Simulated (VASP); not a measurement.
# HfSi20H8 in VASP: further runs

The runs below take HfSi20H8 through single point, with LDA.

Everything below comes from runs of VASP 6.6.1. Logs are shortened: lines on timing, memory, paths and dates and some standing lists are left out, and cuts for length are marked.

## 1. The cell of the first run

The cell holds a slab with vacuum, 29 atoms: a = 7.679 Å, b = 7.679 Å, c = 18.256 Å, α = 90.00°, β = 90.00°, γ = 90.00°.

## 2. Single point, LDA

The input, INCAR:

```
PREC = Accurate
ENCUT = 520
EDIFF = 1E-7
ISMEAR = -1
SIGMA = 0.02
LREAL = Auto
LASPH = T
NELM = 80
ALGO = Normal
ISIF = 2
LWAVE = F
LCHARG = F
NBANDS = 69
```

The input, KPOINTS:

```
Automatic mesh
0
Gamma
  2 2 1
```

The input, POSCAR:

```
HfSi20H8
1.0
    7.6791800000      0.0000000000      0.0000000000
    0.0000000000      7.6791800000      0.0000000000
    0.0000000000      0.0000000000     18.2555000000
H Si Hf
8 20 1
Direct
    0.4093920184      0.0000000000      0.0547780121
    0.0906079816      0.0000000000      0.0547780121
    0.9093920184      0.0000000000      0.0547780121
    0.5906079816      0.0000000000      0.0547780121
    0.4093920184      0.5000000000      0.0547780121
    0.0906079816      0.5000000000      0.0547780121
    0.9093920184      0.5000000000      0.0547780121
    0.5906079816      0.5000000000      0.0547780121
    0.2500000000      0.0000000000      0.1021883816
    0.7500000000      0.0000000000      0.1021883816
    0.2500000000      0.5000000000      0.1021883816
    0.7500000000      0.5000000000      0.1021883816
    0.2593840749      0.2500591209      0.1706456137
    0.7394562961      0.2510137801      0.1714827860
    0.2562660336      0.7482172576      0.1791966805
    0.7434171357      0.7504659352      0.1791065706
    0.0002560169      0.2757372532      0.2317228780
    0.4985360416      0.2466772494      0.2482202076
   -0.0001761907      0.7503566787      0.2499513571
    0.4997408577      0.7481832696      0.2604193257
    0.0027238585      0.0383193258      0.3051442579
    0.4964938965      0.0120287583      0.3302305607
    0.0017697202      0.4860571051      0.3229922489
    0.4886137582      0.4813692347      0.3286207992
    0.2322764931      0.0847887405      0.3960182959
    0.7680490625      0.0620238098      0.3934214346
    0.2377533799      0.4330510549      0.4030522308
    0.7514850544      0.3784233473      0.3790349210
    1.0246061428      0.8103819679      0.4017587029
```

Potentials or basis: VASP PAW LDA potentials, release 64 (H, Si, Hf_pv).

The run is started by

```sh
$ cat potpaw_LDA.64/H/POTCAR potpaw_LDA.64/Si/POTCAR potpaw_LDA.64/Hf_pv/POTCAR > POTCAR
$ mpirun -np 1 vasp_std > vasp.out
```

OUTCAR:

```text
PREC = Accurate
   ENCUT = 520
   EDIFF = 1E-7
   ISMEAR = -1
   LREAL = Auto
   LASPH = T
   NELM = 80
   ISIF = 2

 ion  position               nearest neighbor table
   1  0.409  0.000  0.055-   9 1.50
   2  0.091  0.000  0.055-   9 1.50
   3  0.909  0.000  0.055-  10 1.50
   4  0.591  0.000  0.055-  10 1.50
   5  0.409  0.500  0.055-  11 1.50
   6  0.091  0.500  0.055-  11 1.50
   7  0.909  0.500  0.055-  12 1.50
   8  0.591  0.500  0.055-  12 1.50
   9  0.250  0.000  0.102-   1 1.50   2 1.50  13 2.29  15 2.39
  10  0.750  0.000  0.102-   3 1.50   4 1.50  14 2.31  16 2.38
  11  0.250  0.500  0.102-   5 1.50   6 1.50  13 2.29  15 2.37
  12  0.750  0.500  0.102-   7 1.50   8 1.50  14 2.29  16 2.38
  13  0.259  0.250  0.171-  17 2.29  11 2.29   9 2.29  18 2.32
  14  0.739  0.251  0.171-  17 2.29  12 2.29  10 2.31  18 2.32
  15  0.256  0.748  0.179-  19 2.36  11 2.37  20 2.39   9 2.39
  16  0.743  0.750  0.179-  19 2.36  10 2.38  12 2.38  20 2.39
  17  0.000  0.276  0.232-  21 2.26  13 2.29  14 2.29  23 2.32
  18  0.499  0.247  0.248-  13 2.32  14 2.32  24 2.33  22 2.34
  19  1.000  0.750  0.250-  15 2.36  16 2.36  23 2.43  21 2.43  29 2.82
  20  0.500  0.748  0.260-  15 2.39  16 2.39  22 2.39  24 2.40
  21  0.003  0.038  0.305-  17 2.26  26 2.42  19 2.43  25 2.45  29 2.49
  22  0.496  0.012  0.330-  18 2.34  20 2.39  26 2.41  25 2.42
  23  0.002  0.486  0.323-  17 2.32  28 2.33  27 2.36  19 2.43  29 2.88
  24  0.489  0.481  0.329-  18 2.33  28 2.36  27 2.39  20 2.40
  25  0.232  0.085  0.396-  22 2.42  21 2.45  29 2.64  27 2.68
  26  0.768  0.062  0.393-  22 2.41  21 2.42  28 2.45  29 2.76
  27  0.238  0.433  0.403-  23 2.36  24 2.39  25 2.68  29 3.33
  28  0.751  0.378  0.379-  23 2.33  24 2.36  26 2.45
  29  0.025  0.810  0.402-  21 2.49  25 2.64  26 2.76  19 2.82  23 2.88  27 3.33

  LATTYP: Found a simple tetragonal cell.
 ALAT       =     7.6791800000
 C/A-ratio  =     2.3772720525

  Lattice vectors:

 A1 = (   7.6791800000,   0.0000000000,   0.0000000000)
 A2 = (   0.0000000000,   7.6791800000,   0.0000000000)
 A3 = (   0.0000000000,   0.0000000000,  18.2555000000)

Analysis of symmetry for initial positions (statically):
=====================================================================
 Subroutine PRICEL returns:
 Original cell was already a primitive cell.

 Routine SETGRP: Setting up the symmetry group for a
 simple tetragonal supercell.

 Subroutine GETGRP returns: Found  1 space group operations
 (whereof  1 operations were pure point group operations)
 out of a pool of 16 trial point group operations.

The static configuration has the point symmetry C_1 .

Analysis of symmetry for dynamics (positions and initial velocities):
=====================================================================
 Subroutine PRICEL returns:
 Original cell was already a primitive cell.

 Routine SETGRP: Setting up the symmetry group for a
 simple tetragonal supercell.

 Subroutine GETGRP returns: Found  1 space group operations
 (whereof  1 operations were pure point group operations)
 out of a pool of 16 trial point group operations.

The dynamic configuration has the point symmetry C_1 .

 Subroutine INISYM returns: Found  1 space group operations
 (whereof  1 operations are pure point group operations),
 and found     1 'primitive' translations

----------------------------------------------------------------------------------------

                                     Primitive cell

  volume of cell :    1076.5233

  direct lattice vectors                    reciprocal lattice vectors
     7.679180000  0.000000000  0.000000000     0.130222237  0.000000000  0.000000000
     0.000000000  7.679180000  0.000000000     0.000000000  0.130222237  0.000000000
     0.000000000  0.000000000 18.255500000     0.000000000  0.000000000  0.054778012

  length of vectors
     7.679180000  7.679180000 18.255500000     0.130222237  0.130222237  0.054778012

  position of ions in fractional coordinates (direct lattice)
     0.409392018  0.000000000  0.054778012
     0.090607982  0.000000000  0.054778012
     0.909392018  0.000000000  0.054778012
     0.590607982  0.000000000  0.054778012
     0.409392018  0.500000000  0.054778012
     0.090607982  0.500000000  0.054778012
[... 21 lines left out ...]
     0.751485054  0.378423347  0.379034921
     0.024606143  0.810381968  0.401758703

  ion indices of the primitive-cell ions
   primitive index   ion index
                 1           1
                 2           2
                 3           3
                 4           4
                 5           5
                 6           6
[... 21 lines left out ...]
                28          28
                29          29

----------------------------------------------------------------------------------------

 KPOINTS: Automatic mesh

Automatic generation of k-mesh.
 Grid dimensions read from file:
 generate k-points for:    2    2    1

 Generating k-lattice:

  Cartesian coordinates                     Fractional coordinates (reciprocal lattice)
     0.065111119  0.000000000  0.000000000     0.500000000  0.000000000  0.000000000
     0.000000000  0.065111119  0.000000000     0.000000000  0.500000000  0.000000000
     0.000000000  0.000000000  0.054778012     0.000000000  0.000000000  1.000000000

  Length of vectors
     0.065111119  0.065111119  0.054778012

  Shift w.r.t. Gamma in fractional coordinates (k-lattice)
     0.000000000  0.000000000  0.000000000

 Subroutine IBZKPT returns following result:
 ===========================================

 Found      4 irreducible k-points:

 Following reciprocal coordinates:
            Coordinates               Weight
  0.000000  0.000000  0.000000      1.000000
  0.500000  0.000000  0.000000      1.000000
  0.000000  0.500000  0.000000      1.000000
  0.500000  0.500000  0.000000      1.000000
   k-points           NKPTS =      4   k-points in BZ     NKDIM =      4   number of bands    NBANDS=     69
   number of dos      NEDOS =    301   number of ions     NIONS =     29
   total plane-waves  NPLWV = 504000
   dimension x,y,z NGX =    60 NGY =   60 NGZ =  140
   dimension x,y,z NGXF=   120 NGYF=  120 NGZF=  280
   ions per type =               8  20   1
   NGX,Y,Z   is equivalent  to a cutoff of  12.99, 12.99, 12.75 a.u.
   NGXF,Y,Z  is equivalent  to a cutoff of  25.98, 25.98, 25.50 a.u.
 SYSTEM =  unknown system
   PREC   = accura    normal or accurate (medium, high low for compatibility)
   ISTART =      0    job   : 0-new  1-cont  2-samecut
   ICHARG =      2    charge: 1-file 2-atom 10-const
   ISPIN  =      1    spin polarized calculation?
   LNONCOLLINEAR =      F non collinear calculations
   LSORBIT =      F    spin-orbit coupling
   LASPH  =      T    aspherical Exc in radial PAW
   ENCUT  =  520.0 eV  38.22 Ry    6.18 a.u.  14.28 14.28 33.94*2*pi/ulx,y,z
   NELM   =     80;   NELMIN=  2; NELMDL= -5     # of ELM steps
   EDIFF  = 0.1E-06   stopping-criterion for ELM
   LREAL  =      T    real-space projection
   EDIFFG = 0.1E-05   stopping-criterion for IOM
   NSW    =      0    number of steps for IOM
   IBRION =     -1    ionic relax: 0-MD 1-quasi-New 2-CG
   NFREE  =      0    steps in history (QN), initial steepest desc. (CG)
   ISIF   =      2    stress and relaxation
   ISYM   =      2    0-nonsym 1-usesym 2-fastsym
   POTIM  = 0.5000    time-step for ionic-motion
   TEBEG  =    0.0;   TEEND  =   0.0 temperature during run
   PSTRESS=    0.0 pullay stress
   NELECT =      98.0000    total number of electrons
   NUPDOWN=      -1.0000    fix difference up-down
   EMIN   =  10.00;   EMAX   =-10.00  energy-range for DOS
   EFERMI =   0.00;   METHOD = LEGACY
   ISMEAR =    -1;   SIGMA  =   0.02  broadening in eV -4-tet -1-fermi 0-gaus
   EFERMI_NEDOS =   21; number of points for ismear=-14 and -15
   IALGO  =     38    algorithm
   IMIX   =      4    mixing-type and parameters
     AMIX     =   0.40;   BMIX     =  1.00
     AMIX_MAG =   1.60;   BMIX_MAG =  1.00
  volume/ion in A,a.u.               =      37.12       250.51
  Fermi-wavevector in a.u.,A,eV,Ry     =   0.736448  1.391686  7.379207  0.542356
  Thomas-Fermi vector in A             =   1.829890
   LORBIT       =      0    0 simple, 1 ext, 2 COOP (PROOUT), +10 PAW based schemes
   GGA     = CA    functional components
   LHFCALC =     F    Hartree Fock is set to
   AEXX    =    0.0000 exact exchange contribution
   IVDW    =     0    specifies the selected vdW correction
   LEPSILON=     F    determine dielectric tensor
   LRPA    =     F    only Hartree local field effects (RPA)
 non-spin polarized calculation
  energy-cutoff  :      520.00
  volume of cell :     1076.52
 maximum number of plane-waves:     29043
 NGX is ok and might be reduce to    60
   NGX = 29   NGY = 29   NGZ = 67

 number of electron      98.0000005 magnetization

 Free energy of the ion-electron system (eV)
  ---------------------------------------------------
  ext. energy  EPLUGINS =         0.00000000
  ---------------------------------------------------
  free energy    TOTEN  =      -148.15202447 eV

  energy without entropy =     -148.13340352  energy(sigma->0) =     -148.14271400

 E-fermi :  -0.2446     XC(G=0):  -4.9071

 val. band max:       -0.2511129714   @ k =   0.0000   0.0000   0.0000
 cond. band min:      -0.1155572653   @ k =   0.5000   0.0000   0.0000
 fundamental gap:      0.1355557062
 Fermi energy:        -0.2445805145

 k-point     1 :       0.0000    0.0000    0.0000
  band No.  band energies     occupation
      1     -32.0707      2.00000
      2     -31.8628      2.00000
      3     -31.8234      2.00000
      4     -12.1923      2.00000
      5     -10.9664      2.00000
      6     -10.4115      2.00000
[... 53 lines left out ...]
     60       1.6242      0.00000
     61       1.7749      0.00000

 k-point     2 :       0.5000    0.0000    0.0000
  band No.  band energies     occupation
      1     -32.0707      2.00000
      2     -31.8628      2.00000
      3     -31.8234      2.00000
      4     -11.8120      2.00000
      5     -11.4977      2.00000
      6     -10.5785      2.00000
[... 53 lines left out ...]
     60       1.9772      0.00000
     61       2.1622      0.00000

 k-point     3 :       0.0000    0.5000    0.0000
  band No.  band energies     occupation
      1     -32.0707      2.00000
      2     -31.8628      2.00000
      3     -31.8234      2.00000
      4     -11.8306      2.00000
      5     -11.4430      2.00000
      6     -10.6635      2.00000
[... 53 lines left out ...]
     60       1.8138      0.00000
     61       1.9896      0.00000

 k-point     4 :       0.5000    0.5000    0.0000
  band No.  band energies     occupation
      1     -32.0707      2.00000
      2     -31.8628      2.00000
      3     -31.8234      2.00000
      4     -11.4407      2.00000
      5     -11.1312      2.00000
      6     -11.0599      2.00000
[... 53 lines left out ...]
     60       2.3819      0.00000
     61       2.5396      0.00000
 [bands above 61 left out]

------------------------ aborting loop because EDIFF is reached ----------------------------------------

  FORCE on cell =-STRESS in cart. coord.  units (eV):
  Direction    XX          YY          ZZ          XY          YZ          ZX
  --------------------------------------------------------------------------------------
  -------------------------------------------------------------------------------------
  Total        7.1275455    -17.0430368     -0.1451572      2.0301521     -0.4298706      0.0855207
  in kB       10.6078446    -25.3649573     -0.2160358      3.0214522     -0.6397715      0.1272795
  external PRESSURE =      -4.9910495 kB  Pullay stress =       0.0000000 kB

 VOLUME and BASIS-vectors are now :
 -----------------------------------------------------------------------------
  energy-cutoff  :      520.00
  volume of cell :     1076.52
      direct lattice vectors                 reciprocal lattice vectors
     7.679180000  0.000000000  0.000000000     0.130222237  0.000000000  0.000000000
     0.000000000  7.679180000  0.000000000     0.000000000  0.130222237  0.000000000
     0.000000000  0.000000000 18.255500000     0.000000000  0.000000000  0.054778012

 POSITION                                       TOTAL-FORCE (eV/Angst)
 -----------------------------------------------------------------------------------
      3.14379      0.00000      1.00000        -0.437298     -0.128240     -0.066263
      0.69580      0.00000      1.00000         0.462335     -0.118161     -0.016634
      6.98338      0.00000      1.00000        -0.452846     -0.084610      0.009158
      4.53539      0.00000      1.00000         0.434807     -0.099297     -0.056415
      3.14379      3.83959      1.00000        -0.451856      0.168422     -0.109620
      0.69580      3.83959      1.00000         0.456469      0.075075      0.026394
[... 21 lines left out ...]
      5.77079      2.90598      6.91947        -0.020309     -0.109744     -0.099890
      0.18895      6.22307      7.33431         0.073903     -0.054818     -0.000327
 -----------------------------------------------------------------------------------
    total drift:                                0.001334     -0.003818      0.012004

  FREE ENERGIE OF THE ION-ELECTRON SYSTEM (eV)
  ---------------------------------------------------
  free  energy   TOTEN  =      -148.1520244681 eV

  energy  without entropy=     -148.1334035247  energy(sigma->0) =     -148.14271400
```

Wall time 33 min (1 thread of AMD EPYC 7R13, shared host); peak memory 0.74 GiB.

What came out:

- Free energy: -148.1520 eV
- Largest force: 0.495 eV/Å

Forces on the atoms (eV/Å):
```
H   -0.437 -0.128 -0.066
H    0.462 -0.118 -0.017
H   -0.453 -0.085  0.009
H    0.435 -0.099 -0.056
H   -0.452  0.168 -0.110
H    0.456  0.075  0.026
H   -0.454  0.063  0.035
H    0.445  0.180 -0.093
Si   0.069 -0.373  0.130
Si  -0.110 -0.238  0.179
Si   0.372  0.261 -0.040
Si  -0.345  0.328  0.067
Si  -0.007  0.003 -0.008
Si  -0.002  0.010  0.002
Si   0.008  0.007 -0.004
Si  -0.004  0.004  0.000
Si   0.021  0.005  0.001
Si  -0.007 -0.012 -0.002
Si   0.001  0.024  0.000
Si   0.000  0.002  0.000
Si  -0.016  0.024 -0.003
Si  -0.014  0.001  0.003
Si   0.013  0.025 -0.018
Si  -0.022  0.020 -0.009
Si   0.012 -0.004  0.009
Si  -0.001 -0.033  0.005
Si  -0.025  0.053  0.058
Si  -0.020 -0.110 -0.100
Hf   0.074 -0.055  0.000
```

Caveat: the k points lie up to 0.41 Å⁻¹ apart; spin-orbit coupling is left out, which moves the levels of the heavy elements.

[end of part 1 of 2]
